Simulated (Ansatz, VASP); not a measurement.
## Two plane-wave programs on Ti6H

The input INCAR:

```
ALGO = Normal
DIPOL = 0.5 0.5 0.323
EDIFF = 1E-6
ENCUT = 520
GGA = PE
IDIPOL = 3
ISIF = 2
ISMEAR = 0
LASPH = True
LCHARG = False
LDIPOL = True
LREAL = False
LWAVE = False
NBANDS = 86
NELM = 100
PREC = Accurate
SIGMA = 0.1
```

File KPOINTS:

```
k-points
0
Gamma
  5 6 1
```

POSCAR

```
Ti6H
1.0
    5.6639455763      0.0000000000      0.0000000000
    0.0000000000      4.5793473381      0.0000000000
    0.0000000000      0.0000000000     24.5506933039
Ti H
12 2
Direct
    0.2500000000      0.0000000000      0.1629281891
    0.7500000000      0.0000000000      0.1629281891
    0.0000000000      0.5000000000      0.2167736627
    0.5000000000      0.5000000000      0.2167736627
    0.2500000000      0.0000000000      0.2706191363
    0.7500000000      0.0000000000      0.2706191363
    0.2500000000      0.5000000000      0.3256599435
    0.7500000000      0.5000000000      0.3256599435
    0.0000000000      0.0000000000      0.3779650127
    0.5000000000      0.0000000000      0.3779650127
    0.2500000000      0.5000000000      0.4297513383
    0.7500000000      0.5000000000      0.4297513383
   -0.2339358636      0.0000000000      0.4741492698
    0.2339358636      0.0000000000      0.4741492698
```

Input for Ansatz:

```yaml
crystal:
  lattice:
    - [5.6639455763, 0.0, 0.0]
    - [0.0, 4.5793473381, 0.0]
    - [0.0, 0.0, 24.5506933039]
  atoms:
    - { symbol: Ti, position: [0.25, 0.0, 0.1629281891] }
    - { symbol: Ti, position: [0.75, 0.0, 0.1629281891] }
    - { symbol: Ti, position: [0.0, 0.5, 0.2167736627] }
    - { symbol: Ti, position: [0.5, 0.5, 0.2167736627] }
    - { symbol: Ti, position: [0.25, 0.0, 0.2706191363] }
    - { symbol: Ti, position: [0.75, 0.0, 0.2706191363] }
    - { symbol: Ti, position: [0.25, 0.5, 0.3256599435] }
    - { symbol: Ti, position: [0.75, 0.5, 0.3256599435] }
    - { symbol: Ti, position: [0.0, 0.0, 0.3779650127] }
    - { symbol: Ti, position: [0.5, 0.0, 0.3779650127] }
    - { symbol: Ti, position: [0.25, 0.5, 0.4297513383] }
    - { symbol: Ti, position: [0.75, 0.5, 0.4297513383] }
    - { symbol: H, position: [-0.2339358636, 0.0, 0.4741492698] }
    - { symbol: H, position: [0.2339358636, 0.0, 0.4741492698] }
basis:
  ecutwfc: 420
kpoints:
  mp_grid: { grid: [5, 6, 1] }
hamiltonian:
  xc: pbe
  pseudopotentials: { kind: paw, azcp: { folder: soft_1 } }
scf:
  occupations: { method: gaussian, width: 0.1 }
output:
  forces: true
  eigenvalues: true
efield:
  axis: 3
  dipole_correction: true
  ramp_width: 0.04
```

Alike in both runs: task single point; functional PBE; k mesh 5 × 6 × 1; occupations gaussian, width 0.1 eV; no spin polarisation.

|  | VASP | Ansatz |
| --- | --- | --- |
| version | VASP 6.6.1 | Ansatz 0.2.0 |
| potentials or method | VASP PAW PBE potentials, release 64 (Ti_sv, H), cutoff 520 eV | scalar-relativistic, plane waves, PAW |
| valence electrons in the cell | 146 | 146 |

|  | VASP | Ansatz | Ansatz less VASP |
| --- | --- | --- | --- |
| gap on the k mesh at the Fermi level (eV) | none | none | - |
| rms of the force components (eV/Å) | 0.414 | 0.415 | +0.0005 |

Atom by atom the forces differ by 0.003 eV/Å (rms over components). A gap of «none» marks a metal or a gap that the smearing closes.
